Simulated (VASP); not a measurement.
# WS2 in VASP: single point with r2SCAN

Aim: the single point of WS2 with r2SCAN.

Program: VASP 6.6.1. These are calculated values, not measurements. Logs are shortened: lines on timing, memory, paths and dates and some standing lists are left out, and cuts for length are marked.

### Step 1. The cell of the first run

The cell holds a slab with vacuum, 6 atoms: a = 3.229 Å, b = 3.193 Å, c = 23.688 Å, α = 90.00°, β = 90.00°, γ = 120.37°.

### Step 2. Single point, r2SCAN (strain +0.0150 x Voigt [1, 0, 0, 0, 0, 0])

POSCAR

```
WS2
1.0
    3.2291329041      0.0000000000      0.0000000000
   -1.6145664521      2.7551833765      0.0000000000
    0.0000000000      0.0000000000     23.6881463475
W S
2 4
Direct
    0.3333333333      0.6666666667      0.6379434935
    0.6666666667      0.3333333333      0.3620565065
    0.3333333333      0.6666666667      0.2962425097
    0.6666666667      0.3333333333      0.5721038223
    0.3333333333      0.6666666667      0.4278961777
    0.6666666667      0.3333333333      0.7037574903
```

INCAR.step1

```
SYSTEM = WS2
PREC = Accurate
ENCUT = 520
ISMEAR = 0
SIGMA = 0.05
LREAL = .False.
LASPH = .True.
NELM = 60
NBANDS = 35
GGA = PE
ALGO = Normal
EDIFF = 1E-4
LWAVE = .True.
LCHARG = .False.
```

INCAR.step2

```
SYSTEM = WS2
PREC = Accurate
ENCUT = 520
EDIFF = 1E-6
ISMEAR = 0
SIGMA = 0.05
LREAL = .False.
LASPH = .True.
NELM = 60
ALGO = Normal
ISIF = 2
LWAVE = .False.
LCHARG = .True.
METAGGA = R2SCAN
LMIXTAU = .True.
LELF = .True.
LVHAR = .True.
NBANDS = 35
ISTART = 1
```

KPOINTS

```
Automatic mesh
0
Gamma
  12 12 2
  0 0 0
```

Potentials or basis: VASP PAW PBE potentials, release 64 (W_sv, S).

Started as:

```console
cat potpaw_PBE.64/W_sv/POTCAR potpaw_PBE.64/S/POTCAR > POTCAR
cp INCAR.step1 INCAR
mpirun -np 1 vasp_std > vasp.out
cp INCAR.step2 INCAR
mpirun -np 1 vasp_std > vasp.out
```

OUTCAR:

```text
SYSTEM = WS2
   PREC = Accurate
   ENCUT = 520
   EDIFF = 1E-6
   ISMEAR = 0
   LREAL = .False.
   LASPH = .True.
   NELM = 60
   ISIF = 2
   METAGGA = R2SCAN
   ISTART = 1

 ion  position               nearest neighbor table
   1  0.333  0.667  0.638-   6 2.41   4 2.41   6 2.43   6 2.43   4 2.43   4 2.43
   2  0.667  0.333  0.362-   3 2.41   5 2.41   3 2.43   3 2.43   5 2.43   5 2.43
   3  0.333  0.667  0.296-   2 2.41   2 2.43   2 2.43
   4  0.667  0.333  0.572-   1 2.41   1 2.43   1 2.43
   5  0.333  0.667  0.428-   2 2.41   2 2.43   2 2.43
   6  0.667  0.333  0.704-   1 2.41   1 2.43   1 2.43

  Warning from LATTYP: Monoclinic adjustment (A1->A3, A2->A1, A3->A2)!
  LATTYP: Found a base centered orthorhombic cell.
 ALAT       =     3.2291329041
 B/A-ratio  =     1.7064539976
 C/A-ratio  =     7.3357607293

  Lattice vectors:

 A1 = (   1.6145664521,  -2.7551833765,   0.0000000000)
 A2 = (   1.6145664520,   2.7551833765,   0.0000000000)
 A3 = (   0.0000000000,   0.0000000000,  23.6881463475)

Analysis of symmetry for initial positions (statically):
=====================================================================
 Subroutine PRICEL returns:
 Original cell was already a primitive cell.

 Routine SETGRP: Setting up the symmetry group for a
 base centered orthorhombic supercell.

 Subroutine GETGRP returns: Found  4 space group operations
 (whereof  4 operations were pure point group operations)
 out of a pool of  8 trial point group operations.

The static configuration has the point symmetry C_2h.

Analysis of symmetry for dynamics (positions and initial velocities):
=====================================================================
 Subroutine PRICEL returns:
 Original cell was already a primitive cell.

 Routine SETGRP: Setting up the symmetry group for a
 base centered orthorhombic supercell.

 Subroutine GETGRP returns: Found  4 space group operations
 (whereof  4 operations were pure point group operations)
 out of a pool of  8 trial point group operations.

The dynamic configuration has the point symmetry C_2h.

 Subroutine INISYM returns: Found  4 space group operations
 (whereof  4 operations are pure point group operations),
 and found     1 'primitive' translations

----------------------------------------------------------------------------------------
[... 101 lines left out ...]
   EDIFF  = 0.1E-05   stopping-criterion for ELM
   LREAL  =      F    real-space projection
   EDIFFG = 0.1E-04   stopping-criterion for IOM
   NSW    =      0    number of steps for IOM
   IBRION =     -1    ionic relax: 0-MD 1-quasi-New 2-CG
   NFREE  =      0    steps in history (QN), initial steepest desc. (CG)
   ISIF   =      2    stress and relaxation
   ISYM   =      2    0-nonsym 1-usesym 2-fastsym
   POTIM  = 0.5000    time-step for ionic-motion
   TEBEG  =    0.0;   TEEND  =   0.0 temperature during run
   PSTRESS=    0.0 pullay stress
   NELECT =      52.0000    total number of electrons
   NUPDOWN=      -1.0000    fix difference up-down
   EMIN   =  10.00;   EMAX   =-10.00  energy-range for DOS
   EFERMI =   0.00;   METHOD = LEGACY
   ISMEAR =     0;   SIGMA  =   0.05  broadening in eV -4-tet -1-fermi 0-gaus
   EFERMI_NEDOS =   21; number of points for ismear=-14 and -15
   IALGO  =     38    algorithm
   IMIX   =      4    mixing-type and parameters
     AMIX     =   0.40;   BMIX     =  1.00
     AMIX_MAG =   1.60;   BMIX_MAG =  1.00
  volume/ion in A,a.u.               =      35.12       237.04
  Fermi-wavevector in a.u.,A,eV,Ry     =   1.026802  1.940375 14.344931  1.054323
  Thomas-Fermi vector in A             =   2.160714
   LORBIT       =      0    0 simple, 1 ext, 2 COOP (PROOUT), +10 PAW based schemes
   METAGGA = R2SCAN    functional components
   LHFCALC =     F    Hartree Fock is set to
   AEXX    =    0.0000 exact exchange contribution
   IVDW    =     0    specifies the selected vdW correction
   LEPSILON=     F    determine dielectric tensor
   LRPA    =     F    only Hartree local field effects (RPA)
 non-spin polarized calculation
 Gauss-broadening in eV      SIGMA  =   0.05
  energy-cutoff  :      520.00
  volume of cell :      210.75
 maximum number of plane-waves:      5730
   NGX = 13   NGY = 11   NGZ = 89

 number of electron      52.0000007 magnetization

 Free energy of the ion-electron system (eV)
  ---------------------------------------------------
  ext. energy  EPLUGINS =         0.00000000
  ---------------------------------------------------
  free energy    TOTEN  =      -140.10374820 eV

  energy without entropy =     -140.10374820  energy(sigma->0) =     -140.10374820

 E-fermi :   1.2554     XC(G=0):  -6.3160

 val. band max:        0.8080281908   @ k =   0.0000   0.0000   0.0000
 cond. band min:       2.2795644578   @ k =   0.3333   0.3333   0.0000
 fundamental gap:      1.4715362670
 Fermi energy:         1.2553909342

 k-point     1 :       0.0000    0.0000    0.0000
  band No.  band energies     occupation
      1     -75.5555      2.00000
      2     -75.5555      2.00000
      3     -39.1217      2.00000
      4     -39.1217      2.00000
      5     -39.0039      2.00000
      6     -39.0039      2.00000
[... 901 lines left out ...]
     34       5.6690      0.00000
     35       6.5505      0.00000

 [... further k-points ...]

------------------------ aborting loop because EDIFF is reached ----------------------------------------

  FORCE on cell =-STRESS in cart. coord.  units (eV):
  Direction    XX          YY          ZZ          XY          YZ          ZX
  --------------------------------------------------------------------------------------
  -------------------------------------------------------------------------------------
  Total       -2.7233809     -0.7425327     -0.9507122      0.0000000      0.0031030     -0.0000000
  in kB      -20.7038664     -5.6449315     -7.2275676      0.0000000      0.0235901     -0.0000000
  external PRESSURE =     -11.1921218 kB  Pullay stress =       0.0000000 kB

 VOLUME and BASIS-vectors are now :
 -----------------------------------------------------------------------------
  energy-cutoff  :      520.00
  volume of cell :      210.75
      direct lattice vectors                 reciprocal lattice vectors
     3.229132904  0.000000000  0.000000000     0.309680657  0.181476124  0.000000000
    -1.614566452  2.755183376  0.000000000     0.000000000  0.362952248  0.000000000
     0.000000000  0.000000000 23.688146347     0.000000000  0.000000000  0.042215207

 POSITION                                       TOTAL-FORCE (eV/Angst)
 -----------------------------------------------------------------------------------
     -0.00000      1.83679     15.11170         0.000000     -0.090378      0.001022
      1.61457      0.91839      8.57645        -0.000000      0.090378     -0.001022
     -0.00000      1.83679      7.01744         0.000000     -0.045341      0.143836
      1.61457      0.91839     13.55208        -0.000000      0.045729      0.141834
     -0.00000      1.83679     10.13607         0.000000     -0.045729     -0.141834
      1.61457      0.91839     16.67071        -0.000000      0.045341     -0.143836
 -----------------------------------------------------------------------------------
    total drift:                               -0.000000      0.000000     -0.000000

  FREE ENERGIE OF THE ION-ELECTRON SYSTEM (eV)
  ---------------------------------------------------
  free  energy   TOTEN  =      -140.1037482022 eV

  energy  without entropy=     -140.1037482022  energy(sigma->0) =     -140.10374820
```

OSZICAR.step1:

```text
N       E                     dE             d eps       ncg     rms          rms(c)
DAV:   1     0.480070138016E+03    0.48007E+03   -0.27709E+04  7108   0.132E+03
DAV:   2    -0.161348198288E+02   -0.49620E+03   -0.48082E+03  7557   0.341E+02
DAV:   3    -0.491085825162E+02   -0.32974E+02   -0.32556E+02  7568   0.853E+01
DAV:   4    -0.501489116210E+02   -0.10403E+01   -0.10342E+01  7630   0.160E+01
DAV:   5    -0.501803838022E+02   -0.31472E-01   -0.31445E-01  7592   0.289E+00    0.365E+01
DAV:   6    -0.476964743404E+02    0.24839E+01   -0.91973E+00  6861   0.198E+01    0.157E+01
DAV:   7    -0.474778990741E+02    0.21858E+00   -0.26348E+00  6734   0.857E+00    0.639E+00
DAV:   8    -0.473293219948E+02    0.14858E+00   -0.39296E-01  6950   0.434E+00    0.184E+00
DAV:   9    -0.473311579818E+02   -0.18360E-02   -0.54133E-02  7329   0.118E+00    0.103E+00
DAV:  10    -0.473280232164E+02    0.31348E-02   -0.12987E-02  7282   0.739E-01    0.243E-01
DAV:  11    -0.473279094392E+02    0.11378E-03   -0.12911E-03  6636   0.197E-01    0.185E-01
DAV:  12    -0.473278461404E+02    0.63299E-04   -0.16566E-04  4820   0.927E-02
   1 F= -.47327846E+02 E0= -.47327846E+02  d E =-.666754E-13
```

Wall time 1.5 h (1 thread of Oxide Virtual Turin-like, shared host); peak memory 0.67 GiB.

What came out:

| Property | Result |
| --- | --- |
| Free energy | -140.1037 eV |
| Largest force | 0.151 eV/Å |
| Band gap on the k mesh | 1.47 eV (least direct gap 1.82 eV) |

Forces in eV/Å, atoms in the order of the input:
```
W    0.000 -0.090  0.001
W    0.000  0.090 -0.001
S    0.000 -0.045  0.144
S    0.000  0.046  0.142
S    0.000 -0.046 -0.142
S    0.000  0.045 -0.144
```

Caveat: the cell differs from its parent crystal (strain +0.0150 x Voigt [1, 0, 0, 0, 0, 0]); there is no dipole correction, which matters where the two faces differ; the PAW data sets were made with another functional, which shifts forces and pressure a little; spin-orbit coupling is left out, which moves the levels of the heavy elements.
